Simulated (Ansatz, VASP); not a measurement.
## C, level by level in two programs

```
CELL_PARAMETERS angstrom
0.00000 1.75927 1.75927
1.75927 0.00000 1.75927
1.75927 1.75927 0.00000
ATOMIC_POSITIONS crystal
C 0.75000 0.75000 0.75000
C 0.50000 0.50000 0.50000
```

Single points on this cell with VASP 6.6.1 and Ansatz 0.2.0. Each row is one pair of runs. Alike in all rows: spin: off.

| level | k mesh | smearing | VASP's potentials, cutoff | Ansatz's potentials, cutoff | gap on the k mesh at the Fermi level (eV), VASP | gap on the k mesh at the Fermi level (eV), Ansatz | least direct gap on the mesh (eV), VASP | least direct gap on the mesh (eV), Ansatz | pressure (GPa), VASP | pressure (GPa), Ansatz |
| --- | --- | --- | --- | --- | --- | --- | --- | --- | --- | --- |
| r2SCAN50 | 7 × 7 × 7 | fermi-dirac, width 0.05 eV | VASP PAW PBE potentials, release 64 (C), 520 eV | Ansatz PAW, 500 eV | 8.23 | 8.22 | 10.02 | 10.01 | 2.4 | 1.4 |
| LDA | 13 × 13 × 13 | gaussian, width 0.05 eV | VASP PAW LDA potentials, release 64 (C_h), 1300 eV | Ansatz PAW, 420 eV | 4.21 | 4.21 | 5.66 | 5.66 | 6.3 | 5.3 |
| PBE0 | 7 × 7 × 7 | fermi-dirac, width 0.05 eV | VASP PAW PBE potentials, release 64 (C), 520 eV | Ansatz PAW, 420 eV | 6.27 | 6.26 | 7.85 | 7.83 | 12.1 | 11.1 |
| r2SCAN+D3(BJ) | 13 × 13 × 13 | fermi-dirac, width 0.05 eV | VASP PAW PBE potentials, release 64 (C_h), 1430 eV | Ansatz PAW, 500 eV | 4.46 | ? | 6.00 | ? | 13.5 | ? |

Question: Fill in what Ansatz gave in row 4.

Answer: gap on the k mesh at the Fermi level (eV): 4.46; least direct gap on the mesh (eV): 6.00; pressure (GPa): 14.2.

The k mesh is coarse in some rows, so the values compare programs but aren't converged. Noted on Ansatz's runs: odd divisions of the mesh miss points on the zone boundary, where band edges often lie, so the gap on the mesh can be too wide; Pulay correction over one GPa.
